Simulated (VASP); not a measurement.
# TiC (Fm-3m) in VASP: single point with PBE

Aim: the single point of TiC with PBE.

Everything below comes from runs of VASP 6.6.1. Logs are shortened: lines on timing, memory, paths and dates and some standing lists are left out, and cuts for length are marked.

## Step 1: The cell of the first run

Symmetry: Fm-3m, No. 225, cubic system. Conventional cell: a = 4.331 Å, b = 4.331 Å, c = 4.331 Å, α = 90.00°, β = 90.00°, γ = 90.00°. Ti (site symmetry m-3m) has 6 C at 2.17 Å within 2.9 Å. Within 2.9 Å of C (site symmetry m-3m) lie 6 Ti at 2.17 Å.

## Step 2: Single point, PBE

File INCAR:

```
PREC = Accurate ; ENCUT = 600
EDIFF = 1E-6 ; ISMEAR = 0
SIGMA = 0.1 ; LREAL = False
LASPH = True ; NELM = 120
ALGO = Normal ; ISIF = 2
LWAVE = False ; LCHARG = False
GGA = PE ; NBANDS = 15
GGA_COMPAT = False
```

File KPOINTS:

```
Automatic mesh
0
Gamma
  6 6 6
```

File POSCAR:

```
TiC
1.0
    0.0000000000      2.1657190000      2.1657190000
    2.1657190000      0.0000000000      2.1657190000
    2.1657190000      2.1657190000      0.0000000000
Ti C
1 1
Direct
    0.0000000000      0.0000000000      0.0000000000
    0.5000000000      0.5000000000      0.5000000000
```

Potentials or basis: VASP PAW PBE potentials, release 64 (Ti_sv, C).

On the command line:

```console
> cat potpaw_PBE.64/Ti_sv/POTCAR potpaw_PBE.64/C/POTCAR > POTCAR
> mpirun -np 1 vasp_std > vasp.out
```

OUTCAR:

```text
PREC = Accurate
   ENCUT = 600
   EDIFF = 1E-6
   ISMEAR = 0
   LREAL = False
   LASPH = True
   NELM = 120
   ISIF = 2
   GGA = PE

 ion  position               nearest neighbor table
   1  0.000  0.000  0.000-   2 2.17   2 2.17   2 2.17   2 2.17   2 2.17   2 2.17
   2  0.500  0.500  0.500-   1 2.17   1 2.17   1 2.17   1 2.17   1 2.17   1 2.17

  LATTYP: Found a face centered cubic cell.
 ALAT       =     4.3314380000

  Lattice vectors:

 A1 = (   0.0000000000,   2.1657190000,   2.1657190000)
 A2 = (   2.1657190000,   0.0000000000,   2.1657190000)
 A3 = (   2.1657190000,   2.1657190000,   0.0000000000)

Analysis of symmetry for initial positions (statically):
=====================================================================
 Subroutine PRICEL returns:
 Original cell was already a primitive cell.

 Routine SETGRP: Setting up the symmetry group for a
 face centered cubic supercell.

 Subroutine GETGRP returns: Found 48 space group operations
 (whereof 48 operations were pure point group operations)
 out of a pool of 48 trial point group operations.

The static configuration has the point symmetry O_h .

Analysis of symmetry for dynamics (positions and initial velocities):
=====================================================================
 Subroutine PRICEL returns:
 Original cell was already a primitive cell.

 Routine SETGRP: Setting up the symmetry group for a
 face centered cubic supercell.

 Subroutine GETGRP returns: Found 48 space group operations
 (whereof 48 operations were pure point group operations)
 out of a pool of 48 trial point group operations.

The dynamic configuration has the point symmetry O_h .

 Subroutine INISYM returns: Found 48 space group operations
 (whereof 48 operations are pure point group operations),
 and found     1 'primitive' translations

----------------------------------------------------------------------------------------

                                     Primitive cell

  volume of cell :      20.3159

  direct lattice vectors                    reciprocal lattice vectors
     0.000000000  2.165719000  2.165719000    -0.230870210  0.230870210  0.230870210
     2.165719000  0.000000000  2.165719000     0.230870210 -0.230870210  0.230870210
     2.165719000  2.165719000  0.000000000     0.230870210  0.230870210 -0.230870210

  length of vectors
     3.062789182  3.062789182  3.062789182     0.399878933  0.399878933  0.399878933

  position of ions in fractional coordinates (direct lattice)
     0.000000000  0.000000000  0.000000000
     0.500000000  0.500000000  0.500000000

  ion indices of the primitive-cell ions
   primitive index   ion index
                 1           1
                 2           2

----------------------------------------------------------------------------------------

 KPOINTS: Automatic mesh

Automatic generation of k-mesh.
 Grid dimensions read from file:
 generate k-points for:    6    6    6

 Generating k-lattice:

  Cartesian coordinates                     Fractional coordinates (reciprocal lattice)
    -0.038478368  0.038478368  0.038478368     0.166666667  0.000000000  0.000000000
     0.038478368 -0.038478368  0.038478368     0.000000000  0.166666667  0.000000000
     0.038478368  0.038478368 -0.038478368     0.000000000  0.000000000  0.166666667

  Length of vectors
     0.066646489  0.066646489  0.066646489

  Shift w.r.t. Gamma in fractional coordinates (k-lattice)
     0.000000000  0.000000000  0.000000000

 Subroutine IBZKPT returns following result:
 ===========================================

 Found     16 irreducible k-points:

 Following reciprocal coordinates:
            Coordinates               Weight
  0.000000  0.000000  0.000000      1.000000
  0.166667  0.000000  0.000000      8.000000
  0.333333  0.000000  0.000000      8.000000
  0.500000  0.000000  0.000000      4.000000
  0.166667  0.166667  0.000000      6.000000
  0.333333  0.166667  0.000000     24.000000
[... 8 lines left out ...]
 -0.333333  0.333333  0.166667     24.000000
 -0.333333  0.500000  0.166667     12.000000
   k-points           NKPTS =     16   k-points in BZ     NKDIM =     16   number of bands    NBANDS=     15
   number of dos      NEDOS =    301   number of ions     NIONS =      2
   total plane-waves  NPLWV =  13824
   dimension x,y,z NGX =    24 NGY =   24 NGZ =   24
   dimension x,y,z NGXF=    48 NGYF=   48 NGZF=   48
   ions per type =               1   1
   NGX,Y,Z   is equivalent  to a cutoff of  13.03, 13.03, 13.03 a.u.
   NGXF,Y,Z  is equivalent  to a cutoff of  26.05, 26.05, 26.05 a.u.
 SYSTEM =  unknown system
   PREC   = accura    normal or accurate (medium, high low for compatibility)
   ISTART =      0    job   : 0-new  1-cont  2-samecut
   ICHARG =      2    charge: 1-file 2-atom 10-const
   ISPIN  =      1    spin polarized calculation?
   LNONCOLLINEAR =      F non collinear calculations
   LSORBIT =      F    spin-orbit coupling
   LASPH  =      T    aspherical Exc in radial PAW
   ENCUT  =  600.0 eV  44.10 Ry    6.64 a.u.   6.12  6.12  6.12*2*pi/ulx,y,z
   NELM   =    120;   NELMIN=  2; NELMDL= -5     # of ELM steps
   EDIFF  = 0.1E-05   stopping-criterion for ELM
   LREAL  =      F    real-space projection
   EDIFFG = 0.1E-04   stopping-criterion for IOM
   NSW    =      0    number of steps for IOM
   IBRION =     -1    ionic relax: 0-MD 1-quasi-New 2-CG
   NFREE  =      0    steps in history (QN), initial steepest desc. (CG)
   ISIF   =      2    stress and relaxation
   ISYM   =      2    0-nonsym 1-usesym 2-fastsym
   POTIM  = 0.5000    time-step for ionic-motion
   TEBEG  =    0.0;   TEEND  =   0.0 temperature during run
   PSTRESS=    0.0 pullay stress
   NELECT =      16.0000    total number of electrons
   NUPDOWN=      -1.0000    fix difference up-down
   EMIN   =  10.00;   EMAX   =-10.00  energy-range for DOS
   EFERMI =   0.00;   METHOD = LEGACY
   ISMEAR =     0;   SIGMA  =   0.10  broadening in eV -4-tet -1-fermi 0-gaus
   EFERMI_NEDOS =   21; number of points for ismear=-14 and -15
   IALGO  =     38    algorithm
   IMIX   =      4    mixing-type and parameters
     AMIX     =   0.40;   BMIX     =  1.00
     AMIX_MAG =   1.60;   BMIX_MAG =  1.00
  volume/ion in A,a.u.               =      10.16        68.55
  Fermi-wavevector in a.u.,A,eV,Ry     =   1.511829  2.856943 31.097849  2.285627
  Thomas-Fermi vector in A             =   2.621834
   LORBIT       =      0    0 simple, 1 ext, 2 COOP (PROOUT), +10 PAW based schemes
   GGA     = PE    functional components
   LHFCALC =     F    Hartree Fock is set to
   AEXX    =    0.0000 exact exchange contribution
   IVDW    =     0    specifies the selected vdW correction
   LEPSILON=     F    determine dielectric tensor
   LRPA    =     F    only Hartree local field effects (RPA)
 non-spin polarized calculation
 Gauss-broadening in eV      SIGMA  =   0.10
  energy-cutoff  :      600.00
  volume of cell :       20.32
 maximum number of plane-waves:       700
   NGX = 13   NGY = 13   NGZ = 13

 number of electron      16.0000000 magnetization

 Free energy of the ion-electron system (eV)
  ---------------------------------------------------
  ext. energy  EPLUGINS =         0.00000000
  ---------------------------------------------------
  free energy    TOTEN  =       -18.69853754 eV

  energy without entropy =      -18.69598593  energy(sigma->0) =      -18.69726173

 E-fermi :   9.3026     XC(G=0): -12.6966

 val. band max:        9.2081854099   @ k =   0.1667   0.1667   0.0000
 cond. band min:       9.3818116647   @ k =   0.5000   0.5000   0.0000
 fundamental gap:      0.1736262548
 Fermi energy:         9.3026434009

 k-point     1 :       0.0000    0.0000    0.0000
  band No.  band energies     occupation
      1     -47.1758      2.00000
      2     -23.2005      2.00000
      3     -23.2005      2.00000
      4     -23.2005      2.00000
      5      -2.9800      2.00000
      6      10.1062      0.00000
      7      10.1062      0.00000
      8      10.1062      0.00000
      9      11.0958      0.00000
     10      11.0958      0.00000
     11      11.0958      0.00000
     12      11.1259      0.00000
     13      11.1259      0.00000
     14      19.8994      0.00000
     15      23.4451      0.00000

 k-point     2 :       0.1667    0.0000    0.0000
  band No.  band energies     occupation
      1     -47.1577      2.00000
      2     -23.3281      2.00000
      3     -23.2126      2.00000
      4     -23.2126      2.00000
      5      -2.3712      2.00000
      6       8.1104      2.00000
      7       8.6143      2.00000
      8       8.6143      2.00000
      9      10.6979      0.00000
     10      10.6979      0.00000
     11      11.8542      0.00000
     12      13.8888      0.00000
     13      13.8888      0.00000
     14      20.6948      0.00000
     15      23.4749      0.00000

 k-point     3 :       0.3333    0.0000    0.0000
  band No.  band energies     occupation
      1     -47.1213      2.00000
      2     -23.5757      2.00000
      3     -23.2365      2.00000
      4     -23.2365      2.00000
      5      -0.8116      2.00000
      6       5.2957      2.00000
      7       7.0623      2.00000
      8       7.0624      2.00000
      9      11.7149      0.00000
     10      11.7149      0.00000
     11      12.7121      0.00000
     12      16.4246      0.00000
     13      16.4246      0.00000
     14      19.3548      0.00000
     15      24.8071      0.00000
[... 199 lines left out ...]
 k-point    15 :      -0.3333    0.3333    0.1667
  band No.  band energies     occupation
      1     -47.0849      2.00000
      2     -23.5724      2.00000
      3     -23.4398      2.00000
      4     -23.3226      2.00000
      5       0.0422      2.00000
      6       5.2029      2.00000
      7       6.3535      2.00000
      8       7.0293      2.00000
      9      12.0463      0.00000
     10      12.0761      0.00000
     11      13.1259      0.00000
     12      15.1772      0.00000
     13      15.4658      0.00000
     14      21.6803      0.00000
     15      23.4387      0.00000

 k-point    16 :      -0.3333    0.5000    0.1667
  band No.  band energies     occupation
      1     -47.0789      2.00000
      2     -23.5689      2.00000
      3     -23.4356      2.00000
      4     -23.3741      2.00000
      5      -0.2685      2.00000
      6       6.0661      2.00000
      7       6.6934      2.00000
      8       7.2385      2.00000
      9      11.2170      0.00000
     10      12.7538      0.00000
     11      12.9295      0.00000
     12      13.8906      0.00000
     13      14.9624      0.00000
     14      23.1183      0.00000
     15      23.4784      0.00000

------------------------ aborting loop because EDIFF is reached ----------------------------------------

  FORCE on cell =-STRESS in cart. coord.  units (eV):
  Direction    XX          YY          ZZ          XY          YZ          ZX
  --------------------------------------------------------------------------------------
  -------------------------------------------------------------------------------------
  Total        0.0422318      0.0422318      0.0422318      0.0000000      0.0000000     -0.0000000
  in kB        3.3305324      3.3305324      3.3305324      0.0000000      0.0000000     -0.0000000
  external PRESSURE =       3.3305324 kB  Pullay stress =       0.0000000 kB

 VOLUME and BASIS-vectors are now :
 -----------------------------------------------------------------------------
  energy-cutoff  :      600.00
  volume of cell :       20.32
      direct lattice vectors                 reciprocal lattice vectors
     0.000000000  2.165719000  2.165719000    -0.230870210  0.230870210  0.230870210
     2.165719000  0.000000000  2.165719000     0.230870210 -0.230870210  0.230870210
     2.165719000  2.165719000  0.000000000     0.230870210  0.230870210 -0.230870210

 POSITION                                       TOTAL-FORCE (eV/Angst)
 -----------------------------------------------------------------------------------
      0.00000      0.00000      0.00000         0.000000     -0.000000     -0.000000
      2.16572      2.16572      2.16572        -0.000000      0.000000      0.000000
 -----------------------------------------------------------------------------------
    total drift:                                0.000000     -0.000000     -0.000000

  FREE ENERGIE OF THE ION-ELECTRON SYSTEM (eV)
  ---------------------------------------------------
  free  energy   TOTEN  =       -18.6985375392 eV

  energy  without entropy=      -18.6959859270  energy(sigma->0) =      -18.69726173
```

It took 5.7 s on 1 thread of Intel Xeon 6975P-C, shared host; peak memory 0.14 GiB.

Results:

| Property | Result |
| --- | --- |
| Free energy | -18.6985 eV |
| Pressure | 0.3 GPa |
| Band gap on the k mesh | zero (band 8 reaches 10.11 eV, above the bottom of band 9 at 9.07 eV) |

Levels at points of the mesh, in eV from the Fermi level:
| k point | band 6 | band 7 | band 8 | band 9 | band 10 | band 11 |
| --- | --- | --- | --- | --- | --- | --- |
| (0.00, 0.00, 0.00) | 0.80 | 0.80 | 0.80 | 1.79 | 1.79 | 1.79 |
| (0.50, 0.00, 0.00) | -5.72 | -2.78 | -2.78 | 3.02 | 3.02 | 4.21 |
| (0.50, 0.50, 0.00) | -3.32 | -1.50 | 0.08 | 0.08 | 2.82 | 3.62 |

Caveat: the k points lie up to 0.42 Å⁻¹ apart.
